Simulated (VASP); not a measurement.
Here is a VASP 6.6.1 calculation.

The input INCAR:

```
SYSTEM = CoO
PREC     = Accurate       ! precision mode
ENCUT    = 600            ! plane-wave cutoff, eV
EDIFF    = 1E-6           ! SCF threshold, eV
ISMEAR   = 0              ! smearing method
SIGMA    = 0.1            ! smearing width, eV
LREAL    = .FALSE.        ! projectors in reciprocal space
LASPH    = .TRUE.         ! aspherical terms in the spheres
NELM     = 150            ! most SCF steps
ALGO     = Normal         ! electronic algorithm
ISIF     = 3              ! what is computed and relaxed
LWAVE    = .FALSE.        ! write WAVECAR
LCHARG   = .FALSE.        ! write CHGCAR
ISPIN    = 2              ! spin polarisation
MAGMOM   = 2.63 0.34      ! initial moments
LORBIT   = 11             ! projections on sites
LMAXMIX  = 4              ! l up to which the mixer works
GGA      = PS             ! functional
IBRION   = 2              ! ionic algorithm
NSW      = 100            ! ionic steps
EDIFFG   = -0.005         ! ionic threshold
```

Contents of KPOINTS:

```
regular mesh
0
G
  18 18 18
  0 0 0
```

Contents of POSCAR:

```
CoO
1.0
    0.0000000000      2.0874074520      2.0874074520
    2.0874074520      0.0000000000      2.0874074520
    2.0874074520      2.0874074520      0.0000000000
Co O
1 1
Direct
    0.0000000000      0.0000000000      0.0000000000
    0.5000000000      0.5000000000      0.5000000000
```

Potentials or basis: VASP PAW PBE potentials, release 64 (Co, O).

The run is started by

```sh
$ cat potpaw_PBE.64/Co/POTCAR potpaw_PBE.64/O/POTCAR > POTCAR
$ mpirun -np 1 vasp_std > vasp.out
```

Estimate the relaxed volume.

8.99 Å³/atom.

Predict the relaxed cell.

a = 2.941 Å, b = 2.941 Å, c = 2.941 Å, α = 60.00°, β = 60.00°, γ = 60.00°.

What does it give for the site moments?

Co +2.37; O +0.26 μB.

What does it give for the net moment?

2.68 μB per cell.

Step by step:
```csv
step,energy change (eV),largest force (eV/Å),pressure (GPa),volume (Å³)
1,0.0000,0.0000,-2.00,18.19
2,-0.0011,0.0000,0.92,17.89
3,-0.0013,0.0000,0.05,17.98
```

Caveat: the PAW data sets were made with another functional, which shifts forces and pressure a little; a cell with one magnetic atom can't hold antiferromagnetic order, which such compounds often take.
